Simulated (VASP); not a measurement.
Write the native input for VASP 6.6.1 that does the following.

```yaml
Task: single point
Functional: BLYP
Potentials_or_basis: VASP PAW PBE potentials, release 64 (Mg)
Cutoff: 520 eV
k_mesh: 18 × 18 × 10
Occupations: fermi-dirac, width 0.1 eV
Spin: no spin polarisation
Dipole_correction: no
Further_INCAR_settings: ALGO = Normal; EDIFF = 1e-07; NBANDS = 9
```

The structure of Mg lies in POSCAR:

```
Mg
1.0
    3.3400760770      0.0000000000      0.0000000000
   -1.6700380385      2.8925907333      0.0000000000
    0.0000000000      0.0000000000      5.4303627281
Mg
2
Direct
    0.3333333333      0.6666666667      0.2500000000
    0.6666666667      0.3333333333      0.7500000000
```

This cell differs from its parent crystal: volume scaled by 1.12.

These files were run (other wordings do the same):

INCAR

```
SYSTEM = Mg
PREC = Accurate
ENCUT = 520
EDIFF = 1E-7
ISMEAR = -1
SIGMA = 0.1
LREAL = .False.
LASPH = .True.
NELM = 100
ALGO = Normal
ISIF = 2
LWAVE = .False.
LCHARG = .False.
GGA = B5
ALDAX = 1.0
AGGAX = 1.0
AGGAC = 1.0
ALDAC = 0.0
NBANDS = 9
```

KPOINTS

```
regular mesh
0
Gamma
  18 18 10
  0 0 0
```

Potentials or basis: VASP PAW PBE potentials, release 64 (Mg).

Run with:

```console
$ cat potpaw_PBE.64/Mg/POTCAR > POTCAR
$ mpirun -np 1 vasp_std > vasp.out
```

It gave:

```yaml
Pressure: -2.7 GPa
Band_gap_on_the_k_mesh: zero (band 2 reaches 3.44 eV, above the bottom of band 3 at 1.07 eV)
```

Caveat: the PAW data sets were made with another functional, which shifts forces and pressure a little.

Run time: 70 s on 1 thread of Intel(R) Xeon(R) Platinum 8375C CPU @ 2.90GHz (Ice Lake), with other jobs on the host, peak memory 0.24 GiB.
